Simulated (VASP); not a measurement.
Here is a VASP 6.6.1 calculation.

File INCAR:

```
PREC     = Accurate       # precision mode
ENCUT    = 600            # plane-wave cutoff, eV
EDIFF    = 1E-6           # SCF threshold, eV
ISMEAR   = -1             # smearing method
SIGMA    = 0.05           # smearing width, eV
LREAL    = F              # projectors in reciprocal space
LASPH    = T              # aspherical terms in the spheres
NELM     = 120            # most SCF steps
ALGO     = Normal         # electronic algorithm
ISIF     = 2              # what is computed and relaxed
LWAVE    = F              # write WAVECAR
LCHARG   = F              # write CHGCAR
GGA      = PE             # functional
NBANDS   = 23             # bands
GGA_COMPAT= F
```

File KPOINTS:

```
regular mesh
0
Gamma
  10 10 6
```

POSCAR

```
W2C
1.0
    3.0494406880      0.0000000000      0.0000000000
   -1.5247203440      2.6408931031      0.0000000000
    0.0000000000      0.0000000000      4.6470282083
W C
2 1
Direct
    0.6666666667      0.3333333333      0.2536690000
    0.3333333333      0.6666666667      0.7463310000
    0.0000000000      0.0000000000      0.0000000000
```

Potentials or basis: VASP PAW PBE potentials, release 64 (W_sv, C).

Run with:

```sh
$ cat potpaw_PBE.64/W_sv/POTCAR potpaw_PBE.64/C/POTCAR > POTCAR
$ mpirun -np 1 vasp_std > vasp.out
```

**Question.** Predict the largest force.

**Answer.** 0.235 eV/Å.

**Question.** Estimate the band gap on the k mesh.

**Answer.** Zero (band 16 reaches 13.24 eV, above the bottom of band 17 at 10.70 eV).

**Question.** Predict the pressure.

**Answer.** 6.0 GPa.

Forces in eV/Å, atoms in the order of the input:
```
W    0.000  0.000  0.235
W    0.000  0.000 -0.235
C    0.000  0.000  0.000
```

Caveat: spin-orbit coupling is left out, which moves the levels of the heavy elements.
